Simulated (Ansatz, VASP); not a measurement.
**One calculation of TePb, two programs**

File POSCAR:

```
TePb
1.0
    0.0000000000      3.2678555508      3.2678555508
    3.2678555508      0.0000000000      3.2678555508
    3.2678555508      3.2678555508      0.0000000000
Te Pb
1 1
Direct
    0.5000000000      0.5000000000      0.5000000000
    0.0000000000      0.0000000000      0.0000000000
```

The input INCAR.step1:

```
SYSTEM = TePb
PREC = Accurate
ENCUT = 520
EDIFF = 1E-5
ISMEAR = 0
SIGMA = 0.01
LREAL = .False.
LASPH = .True.
NELM = 100
ALGO = Normal
ISIF = 2
LWAVE = .True.
LCHARG = .False.
GGA = PE
NBANDS = 17
```

Contents of INCAR.step2:

```
SYSTEM = TePb
PREC = Accurate
ENCUT = 520
EDIFF = 1E-6
ISMEAR = 0
SIGMA = 0.01
LREAL = .False.
LASPH = .True.
NELM = 100
ALGO = Normal
ISIF = 2
LWAVE = .False.
LCHARG = .False.
GGA = PE
LHFCALC = .True.
HFSCREEN = 0.2079
PRECFOCK = Normal
ISTART = 1
NBANDS = 17
```

Contents of KPOINTS:

```
regular mesh
0
Gamma
  4 4 4
  0 0 0
```

Input for Ansatz:

```yaml
crystal:
  lattice:
    - [0.0, 3.2678555508, 3.2678555508]
    - [3.2678555508, 0.0, 3.2678555508]
    - [3.2678555508, 3.2678555508, 0.0]
  atoms:
    - { symbol: Te, position: [0.5, 0.5, 0.5] }
    - { symbol: Pb, position: [0.0, 0.0, 0.0] }
kpoints:
  mp_grid: { grid: [4, 4, 4] }
hamiltonian:
  xc: hse06
scf:
  occupations: { method: fixed }
  n_extra_bands: 4
output:
  forces: true
  stress: true
  eigenvalues: true
```

Alike in both runs: task single point; functional HSE06; k mesh 4 × 4 × 4; no spin polarisation.

|  | VASP | Ansatz |
| --- | --- | --- |
| version | VASP 6.6.1 | Ansatz 0.2.0 |
| potentials or method | VASP PAW PBE potentials, release 64 (Te, Pb_d) | plane waves, PAW |
| plane-wave cutoff (eV) | 520 | 420 |
| occupations | gaussian, width 0.01 eV | fixed |
| valence electrons in the cell | 20 | 30 |

Ansatz gave:

| Property | Result |
| --- | --- |
| gap on the k mesh at the Fermi level (eV) | 1.20 |
| pressure (GPa) | -0.3 |

Question: Which values does VASP return?

Answer: gap on the k mesh at the Fermi level (eV): 1.17; pressure (GPa): -0.5.

VASP's potentials hold 20 valence electrons a cell and Ansatz's 30, so a difference there can come from the potentials and not from the codes. Ansatz's warnings: stress exchange threshold loose, stress scf threshold loose.

Neither program's run includes spin-orbit coupling.
